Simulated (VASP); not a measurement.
# ZnS (lda) (P6_3mc) in VASP: further runs

Runs on ZnS (lda). Level: LDA. Tasks: single point.

All numbers are computed with VASP 6.6.1; they aren't measurements. Logs are shortened: lines on timing, memory, paths and dates and some standing lists are left out, and cuts for length are marked.

### 1 The cell of the first run

It takes space group P6_3mc (No. 186, hexagonal). Conventional cell: a = 3.738 Å, b = 3.738 Å, c = 6.143 Å, α = 90.00°, β = 90.00°, γ = 120.00°. Within 3.0 Å of Zn (site symmetry 3m) lie 4 S at 2.26 to 2.41 Å. S (site symmetry 3m) has 4 Zn at 2.26 to 2.41 Å within 3.0 Å.

### 2 Single point, LDA

File INCAR:

```
  ALGO = Normal
  EDIFF = 1E-6
  ENCUT = 520
  ISIF = 2
  ISMEAR = 0
  LASPH = T
  LCHARG = F
  LREAL = F
  LWAVE = F
  NBANDS = 26
  NELM = 60
  PREC = Accurate
  SIGMA = 0.01
```

File KPOINTS:

```
k-points
0
Gamma
  9 9 6
```

File POSCAR:

```
ZnS
1.0
    3.7381765707      0.0000000000      0.0000000000
   -1.8690882854      3.2373558741      0.0000000000
    0.0000000000      0.0000000000      6.1427593467
Zn S
2 2
Direct
    0.3333333333      0.6666666667     -0.0088744594
    0.6666666667      0.3333333333      0.4911255406
    0.3333333333      0.6666666667      0.3838744594
    0.6666666667      0.3333333333      0.8838744594
```

Potentials or basis: VASP PAW LDA potentials, release 64 (Zn, S).

Run with:

```sh
> cat potpaw_LDA.64/Zn/POTCAR potpaw_LDA.64/S/POTCAR > POTCAR
> mpirun -np 1 vasp_std > vasp.out
```

OUTCAR:

```text
EDIFF = 1E-6
   ENCUT = 520
   ISIF = 2
   ISMEAR = 0
   LASPH = T
   LREAL = F
   NELM = 60
   PREC = Accurate

 ion  position               nearest neighbor table
   1  0.333  0.667  0.991-   4 2.26   4 2.26   4 2.26   3 2.41
   2  0.667  0.333  0.491-   3 2.26   3 2.26   3 2.26   4 2.41
   3  0.333  0.667  0.384-   2 2.26   2 2.26   2 2.26   1 2.41
   4  0.667  0.333  0.884-   1 2.26   1 2.26   1 2.26   2 2.41

  LATTYP: Found a hexagonal cell.
 ALAT       =     3.7381765707
 C/A-ratio  =     1.6432501864

  Lattice vectors:

 A1 = (   3.7381765707,   0.0000000000,   0.0000000000)
 A2 = (  -1.8690882854,   3.2373558741,   0.0000000000)
 A3 = (   0.0000000000,   0.0000000000,   6.1427593467)

Analysis of symmetry for initial positions (statically):
=====================================================================
 Subroutine PRICEL returns:
 Original cell was already a primitive cell.

 Routine SETGRP: Setting up the symmetry group for a
 hexagonal supercell.

 Subroutine GETGRP returns: Found 12 space group operations
 (whereof  6 operations were pure point group operations)
 out of a pool of 24 trial point group operations.

The static configuration has the point symmetry C_3v.
 The point group associated with its full space group is C_6v.

Analysis of symmetry for dynamics (positions and initial velocities):
=====================================================================
 Subroutine PRICEL returns:
 Original cell was already a primitive cell.

 Routine SETGRP: Setting up the symmetry group for a
 hexagonal supercell.

 Subroutine GETGRP returns: Found 12 space group operations
 (whereof  6 operations were pure point group operations)
 out of a pool of 24 trial point group operations.

The dynamic configuration has the point symmetry C_3v.
 The point group associated with its full space group is C_6v.

 Subroutine INISYM returns: Found 12 space group operations
 (whereof  6 operations are pure point group operations),
 and found     1 'primitive' translations

----------------------------------------------------------------------------------------

                                     Primitive cell

  volume of cell :      74.3385

[... 89 lines left out ...]
   LASPH  =      T    aspherical Exc in radial PAW
   ENCUT  =  520.0 eV  38.22 Ry    6.18 a.u.   6.95  6.95 11.42*2*pi/ulx,y,z
   NELM   =     60;   NELMIN=  2; NELMDL= -5     # of ELM steps
   EDIFF  = 0.1E-05   stopping-criterion for ELM
   LREAL  =      F    real-space projection
   EDIFFG = 0.1E-04   stopping-criterion for IOM
   NSW    =      0    number of steps for IOM
   IBRION =     -1    ionic relax: 0-MD 1-quasi-New 2-CG
   NFREE  =      0    steps in history (QN), initial steepest desc. (CG)
   ISIF   =      2    stress and relaxation
   ISYM   =      2    0-nonsym 1-usesym 2-fastsym
   POTIM  = 0.5000    time-step for ionic-motion
   TEBEG  =    0.0;   TEEND  =   0.0 temperature during run
   PSTRESS=    0.0 pullay stress
   NELECT =      36.0000    total number of electrons
   NUPDOWN=      -1.0000    fix difference up-down
   EMIN   =  10.00;   EMAX   =-10.00  energy-range for DOS
   EFERMI =   0.00;   METHOD = LEGACY
   ISMEAR =     0;   SIGMA  =   0.01  broadening in eV -4-tet -1-fermi 0-gaus
   EFERMI_NEDOS =   21; number of points for ismear=-14 and -15
   IALGO  =     38    algorithm
   IMIX   =      4    mixing-type and parameters
     AMIX     =   0.40;   BMIX     =  1.00
     AMIX_MAG =   1.60;   BMIX_MAG =  1.00
  volume/ion in A,a.u.               =      18.58       125.42
  Fermi-wavevector in a.u.,A,eV,Ry     =   1.285596  2.429424 22.487115  1.652756
  Thomas-Fermi vector in A             =   2.417721
   LORBIT       =      0    0 simple, 1 ext, 2 COOP (PROOUT), +10 PAW based schemes
   GGA     = CA    functional components
   LHFCALC =     F    Hartree Fock is set to
   AEXX    =    0.0000 exact exchange contribution
   IVDW    =     0    specifies the selected vdW correction
   LEPSILON=     F    determine dielectric tensor
   LRPA    =     F    only Hartree local field effects (RPA)
 non-spin polarized calculation
 Gauss-broadening in eV      SIGMA  =   0.01
  energy-cutoff  :      520.00
  volume of cell :       74.34
 maximum number of plane-waves:      2034
 NGX is ok and might be reduce to    28
   NGX = 13   NGY = 13   NGZ = 23

 number of electron      35.9999985 magnetization

 Free energy of the ion-electron system (eV)
  ---------------------------------------------------
  ext. energy  EPLUGINS =         0.00000000
  ---------------------------------------------------
  free energy    TOTEN  =       -16.32719844 eV

  energy without entropy =      -16.32719844  energy(sigma->0) =      -16.32719844

 E-fermi :   2.6185     XC(G=0): -10.3050

 val. band max:        2.5081955425   @ k =   0.0000   0.0000   0.0000
 cond. band min:       4.7923041801   @ k =   0.0000   0.0000   0.0000
 fundamental gap:      2.2841086376
 Fermi energy:         2.6185211042

 k-point     1 :       0.0000    0.0000    0.0000
  band No.  band energies     occupation
      1     -11.0602      2.00000
      2     -10.0447      2.00000
      3      -4.2991      2.00000
      4      -4.2991      2.00000
      5      -4.2457      2.00000
      6      -4.2457      2.00000
[... 685 lines left out ...]
     25      12.5477      0.00000
     26      12.7477      0.00000

 [... further k-points ...]

------------------------ aborting loop because EDIFF is reached ----------------------------------------

  FORCE on cell =-STRESS in cart. coord.  units (eV):
  Direction    XX          YY          ZZ          XY          YZ          ZX
  --------------------------------------------------------------------------------------
  -------------------------------------------------------------------------------------
  Total        1.1224781      1.1224781     -1.0619342     -0.0000000     -0.0000000      0.0000000
  in kB       24.1921625     24.1921625    -22.8872923     -0.0000000     -0.0000000      0.0000000
  external PRESSURE =       8.4990109 kB  Pullay stress =       0.0000000 kB

 VOLUME and BASIS-vectors are now :
 -----------------------------------------------------------------------------
  energy-cutoff  :      520.00
  volume of cell :       74.34
      direct lattice vectors                 reciprocal lattice vectors
     3.738176571  0.000000000  0.000000000     0.267510103  0.154447030  0.000000000
    -1.869088285  3.237355874  0.000000000     0.000000000  0.308894060  0.000000000
     0.000000000  0.000000000  6.142759347     0.000000000  0.000000000  0.162793289

 POSITION                                       TOTAL-FORCE (eV/Angst)
 -----------------------------------------------------------------------------------
     -0.00000      2.15824      6.08825         0.000000      0.000000      0.591240
      1.86909      1.07912      3.01687        -0.000000      0.000000      0.591240
     -0.00000      2.15824      2.35805        -0.000000      0.000000     -0.591240
      1.86909      1.07912      5.42943         0.000000     -0.000000     -0.591240
 -----------------------------------------------------------------------------------
    total drift:                               -0.000000     -0.000001      0.001955

  FREE ENERGIE OF THE ION-ELECTRON SYSTEM (eV)
  ---------------------------------------------------
  free  energy   TOTEN  =       -16.3271984427 eV

  energy  without entropy=      -16.3271984427  energy(sigma->0) =      -16.32719844
```

OSZICAR:

```text
N       E                     dE             d eps       ncg     rms          rms(c)
DAV:   1     0.247538714043E+03    0.24754E+03   -0.17098E+04  2496   0.170E+03
DAV:   2     0.764532961109E+01   -0.23989E+03   -0.22848E+03  2584   0.357E+02
DAV:   3    -0.165952081257E+02   -0.24241E+02   -0.24002E+02  2938   0.114E+02
DAV:   4    -0.172103476944E+02   -0.61514E+00   -0.61357E+00  2944   0.181E+01
DAV:   5    -0.172195769865E+02   -0.92293E-02   -0.92262E-02  3002   0.220E+00    0.110E+01
DAV:   6    -0.163678349827E+02    0.85174E+00   -0.17191E+00  3570   0.395E+01    0.826E+00
DAV:   7    -0.163447942502E+02    0.23041E-01   -0.12752E+00  2670   0.719E+00    0.332E+00
DAV:   8    -0.163285233849E+02    0.16271E-01   -0.37533E-02  2690   0.124E+00    0.869E-01
DAV:   9    -0.163271363671E+02    0.13870E-02   -0.92944E-03  3366   0.102E+00    0.240E-01
DAV:  10    -0.163271833231E+02   -0.46956E-04   -0.37554E-04  2888   0.205E-01    0.112E-01
DAV:  11    -0.163271986879E+02   -0.15365E-04   -0.31273E-05  2940   0.602E-02    0.393E-02
DAV:  12    -0.163271984427E+02    0.24522E-06   -0.45237E-06  2950   0.302E-02
   1 F= -.16327198E+02 E0= -.16327198E+02  d E =-.159823E-57
```

stdout:

```text
POSCAR found type information on POSCAR ZnS
 POSCAR found :  2 types and       4 ions
 scaLAPACK will be used
 LDA part: xc-table for (Slater(with rela. corr.)+CA(PZ))
 , standard interpolation
 POSCAR, INCAR and KPOINTS ok, starting setup
 FFT: planning ... GRIDC
 FFT: planning ... GRID_SOFT
 FFT: planning ... GRID
 WAVECAR not read
 entering main loop
```

Run time: 64 s. Hardware: 1 thread of Intel Xeon Platinum 8259CL at 2.50GHz (Skylake/Cascade Lake), shared host; peak memory 0.2 GiB.

Results:

| Item | Value |
| --- | --- |
| Free energy | -16.3272 eV |
| Pressure | 0.8 GPa |
| Largest force | 0.591 eV/Å |
| Band gap on the k mesh | 2.28 eV, direct |

Forces on the atoms (eV/Å):
```
Zn   0.000  0.000  0.591
Zn   0.000  0.000  0.591
S    0.000  0.000 -0.591
S    0.000  0.000 -0.591
```

### 3 Single point, LDA

File INCAR:

```
PREC     = Accurate       # precision mode
ENCUT    = 520            # plane-wave cutoff, eV
EDIFF    = 1E-6           # SCF threshold, eV
ISMEAR   = 0              # smearing method
SIGMA    = 0.01           # smearing width, eV
LREAL    = F              # projectors in reciprocal space
LASPH    = T              # aspherical terms in the spheres
NELM     = 60             # most SCF steps
ALGO     = Normal         # electronic algorithm
ISIF     = 2              # what is computed and relaxed
LWAVE    = F              # write WAVECAR
LCHARG   = F              # write CHGCAR
GGA      = CA             # functional
NBANDS   = 26             # bands
```

File KPOINTS:

```
Automatic mesh
0
Gamma
  9 9 6
```

File POSCAR:

```
ZnS
1.0
    3.7381765707      0.0000000000      0.0000000000
   -1.8690882854      3.2373558741      0.0000000000
    0.0000000000      0.0000000000      6.1427593467
Zn S
2 2
Direct
    0.3333333333      0.6666666667     -0.0183377901
    0.6666666667      0.3333333333      0.4816622099
    0.3333333333      0.6666666667      0.3933377901
    0.6666666667      0.3333333333      0.8933377901
```

Potentials or basis: VASP PAW LDA potentials, release 64 (Zn, S).

Run with:

```sh
> cat potpaw_LDA.64/Zn/POTCAR potpaw_LDA.64/S/POTCAR > POTCAR
> mpirun -np 1 vasp_std > vasp.out
```

Wall time 57 s (1 thread of Intel Xeon Platinum 8259CL at 2.50GHz (Skylake/Cascade Lake), shared host); peak memory 0.21 GiB.

The run converged. Its results:

```
Free energy            : -16.1518 eV
Pressure               : 2.1 GPa
Largest force          : 0.876 eV/Å
Band gap on the k mesh : 2.34 eV, direct
```

Forces in eV/Å, atoms in the order of the input:
```
Zn   0.000  0.000  0.876
Zn   0.000  0.000  0.876
S    0.000  0.000 -0.876
S    0.000  0.000 -0.876
```

Stress tensor (GPa, compression positive):
```
 4.65  0.00  0.00
 0.00  4.65  0.00
 0.00  0.00 -3.01
```

Levels at points of the mesh, in eV from the valence-band top:
```csv
k point,band 15,band 16,band 17,band 18,band 19,band 20,band 21,band 22
"(0.00, 0.00, 0.00)",-0.87,-0.08,-0.08,0.00,2.34,2.70,6.07,6.07
"(0.00, 0.00, 0.50)",-0.49,-0.49,-0.49,-0.49,3.35,3.35,6.48,6.48
```

### 4 Single point, LDA

File INCAR:

```
SYSTEM = ZnS
ALGO = Normal ; EDIFF = 1E-6
ENCUT = 520 ; GGA = CA
ISIF = 2 ; ISMEAR = 0
LASPH = .TRUE. ; LCHARG = .TRUE.
LELF = .TRUE. ; LREAL = .FALSE.
LVHAR = .TRUE. ; LWAVE = .FALSE.
NBANDS = 26 ; NELM = 80
PREC = Accurate ; SIGMA = 0.01
```

File KPOINTS:

```
k-points
0
G
  9 9 6
  0 0 0
```

File POSCAR:

```
ZnS
1.0
    3.7381765707      0.0000000000      0.0000000000
   -1.8690882854      3.2373558741      0.0000000000
    0.0000000000      0.0000000000      6.1427593467
Zn S
2 2
Direct
    0.3333333333      0.6666666667     -0.0278011208
    0.6666666667      0.3333333333      0.4721988792
    0.3333333333      0.6666666667      0.4028011208
    0.6666666667      0.3333333333      0.9028011208
```

Run with:

```sh
> cat potpaw_LDA.64/Zn/POTCAR potpaw_LDA.64/S/POTCAR > POTCAR
> mpirun -np 1 vasp_std > vasp.out
```

Wall time 61 s (1 thread of Intel Xeon Platinum 8259CL at 2.50GHz (Skylake/Cascade Lake), shared host); peak memory 0.2 GiB.

Results (log left out):

| Property | Result |
| --- | --- |
| Free energy | -15.9377 eV |
| Pressure | 3.6 GPa |
| Largest force | 0.934 eV/Å |
| Band gap on the k mesh | 2.46 eV, direct |

Forces in eV/Å, atoms in the order of the input:
```
Zn   0.000  0.000  0.934
Zn   0.000  0.000  0.934
S    0.000  0.000 -0.934
S    0.000  0.000 -0.934
```

Stress tensor (GPa, compression positive):
```
 6.74  0.00  0.00
 0.00  6.74  0.00
 0.00  0.00 -2.77
```

Levels at points of the mesh, in eV from the valence-band top:
| k point | band 15 | band 16 | band 17 | band 18 | band 19 | band 20 | band 21 | band 22 |
| --- | --- | --- | --- | --- | --- | --- | --- | --- |
| (0.00, 0.00, 0.00) | -0.78 | -0.07 | -0.07 | 0.00 | 2.46 | 2.62 | 6.09 | 6.09 |
| (0.00, 0.00, 0.50) | -0.44 | -0.44 | -0.44 | -0.44 | 3.32 | 3.32 | 6.46 | 6.46 |

### 5 Single point, LDA

File INCAR:

```
PREC = Accurate ; ENCUT = 520
EDIFF = 1E-6 ; ISMEAR = 0
SIGMA = 0.01 ; LREAL = F
LASPH = T ; NELM = 80
ALGO = Normal ; ISIF = 2
LWAVE = F ; LCHARG = F
NBANDS = 26
```

File KPOINTS:

```
regular mesh
0
Gamma
  9 9 6
```

File POSCAR:

```
ZnS
1.0
    3.7381765707      0.0000000000      0.0000000000
   -1.8690882854      3.2373558741      0.0000000000
    0.0000000000      0.0000000000      6.1427593467
Zn S
2 2
Direct
    0.3333333333      0.6666666667     -0.0372644515
    0.6666666667      0.3333333333      0.4627355485
    0.3333333333      0.6666666667      0.4122644515
    0.6666666667      0.3333333333      0.9122644515
```

Run with:

```sh
> cat potpaw_LDA.64/Zn/POTCAR potpaw_LDA.64/S/POTCAR > POTCAR
> mpirun -np 1 vasp_std > vasp.out
```

Run time: 64 s. Hardware: 1 thread of Intel Xeon Platinum 8259CL at 2.50GHz (Skylake/Cascade Lake), shared host; peak memory 0.2 GiB.

Results (log left out):

- Free energy: -15.7311 eV
- Pressure: 5.0 GPa
- Largest force: 0.819 eV/Å
- Band gap on the k mesh: 2.59 eV, direct

Forces in eV/Å, atoms in the order of the input:
```
Zn   0.000  0.000  0.819
Zn   0.000  0.000  0.819
S    0.000  0.000 -0.819
S    0.000  0.000 -0.819
```

Stress tensor (GPa, compression positive):
```
 8.53  0.00  0.00
 0.00  8.53  0.00
 0.00  0.00 -2.14
```

Levels at points of the mesh, in eV from the valence-band top:
```csv
k point,band 16,band 17,band 18,band 19,band 20,band 21
"(0.00, 0.00, 0.00)",-0.03,-0.03,0.00,2.59,2.60,6.14
"(0.00, 0.00, 0.50)",-0.37,-0.37,-0.37,3.34,3.34,6.49
```

### 6 Single point, LDA

File INCAR:

```
SYSTEM = ZnS
PREC     = Accurate       ! precision mode
ENCUT    = 520            ! plane-wave cutoff, eV
EDIFF    = 1E-6           ! SCF threshold, eV
ISMEAR   = 0              ! smearing method
SIGMA    = 0.01           ! smearing width, eV
LREAL    = .FALSE.        ! projectors in reciprocal space
LASPH    = .TRUE.         ! aspherical terms in the spheres
NELM     = 60             ! most SCF steps
ALGO     = Normal         ! electronic algorithm
ISIF     = 2              ! what is computed and relaxed
LWAVE    = .FALSE.        ! write WAVECAR
LCHARG   = .FALSE.        ! write CHGCAR
GGA      = CA             ! functional
NBANDS   = 26             ! bands
```

File KPOINTS:

```
regular mesh
0
G
  9 9 6
  0 0 0
```

File POSCAR:

```
ZnS
1.0
    3.7381765707      0.0000000000      0.0000000000
   -1.8690882854      3.2373558741      0.0000000000
    0.0000000000      0.0000000000      6.1427593467
Zn S
2 2
Direct
    0.3333333333      0.6666666667     -0.0467277822
    0.6666666667      0.3333333333      0.4532722178
    0.3333333333      0.6666666667      0.4217277822
    0.6666666667      0.3333333333      0.9217277822
```

Potentials or basis: VASP PAW LDA potentials, release 64 (Zn, S).

Run with:

```sh
> cat potpaw_LDA.64/Zn/POTCAR potpaw_LDA.64/S/POTCAR > POTCAR
> mpirun -np 1 vasp_std > vasp.out
```

It took 59 s on 1 thread of Intel Xeon Platinum 8259CL at 2.50GHz (Skylake/Cascade Lake), shared host; peak memory 0.21 GiB.

It converged, with:

```yaml
Free_energy: -15.5670 eV
Pressure: 6.1 GPa
Largest_force: 0.574 eV/Å
Band_gap_on_the_k_mesh: 2.59 eV, direct
```

Forces in eV/Å, atoms in the order of the input:
```
Zn   0.000  0.000  0.574
Zn   0.000  0.000  0.574
S    0.000  0.000 -0.574
S    0.000  0.000 -0.574
```

Stress tensor (GPa, compression positive):
```
 9.86  0.00  0.00
 0.00  9.86  0.00
 0.00  0.00 -1.52
```

Levels at points of the mesh, in eV from the valence-band top:
| k point | band 15 | band 16 | band 17 | band 18 | band 19 | band 20 | band 21 | band 22 |
| --- | --- | --- | --- | --- | --- | --- | --- | --- |
| (0.00, 0.00, 0.00) | -0.61 | -0.01 | 0.00 | 0.00 | 2.59 | 2.69 | 6.18 | 6.18 |
| (0.00, 0.00, 0.50) | -0.31 | -0.31 | -0.31 | -0.31 | 3.35 | 3.35 | 6.51 | 6.51 |

A k mesh can miss the band edges.
